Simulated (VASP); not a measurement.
A run of VASP 6.6.1 is set up as follows.

Contents of INCAR:

```
SYSTEM = Ba
  PREC = Accurate
  ENCUT = 520
  EDIFF = 1E-6
  ISMEAR = -1
  SIGMA = 0.1
  LREAL = .FALSE.
  LASPH = .TRUE.
  NELM = 80
  ALGO = Normal
  ISIF = 2
  LWAVE = .FALSE.
  LCHARG = .FALSE.
  GGA = CA
  NBANDS = 11
```

The input KPOINTS:

```
Automatic mesh
0
G
  7 7 7
  0 0 0
```

The input POSCAR:

```
Ba
1.0
   -2.3858920598      2.3858920598      2.3858920598
    2.3858920598     -2.3858920598      2.3858920598
    2.3858920598      2.3858920598     -2.3858920598
Ba
1
Direct
    0.0000000000      0.0000000000      0.0000000000
```

Potentials or basis: VASP PAW LDA potentials, release 64 (Ba_sv).

Run with:

```sh
$ cat potpaw_LDA.64/Ba_sv/POTCAR > POTCAR
$ mpirun -np 1 vasp_std > vasp.out
```

(1) What does it give for the pressure?

(2) Predict the band gap on the k mesh.

Results:

(1) 0.1 GPa.

(2) zero (bands 5 and 6 overlap by 0.87 eV).

Caveat: spin-orbit coupling is left out, which moves the levels of the heavy elements.
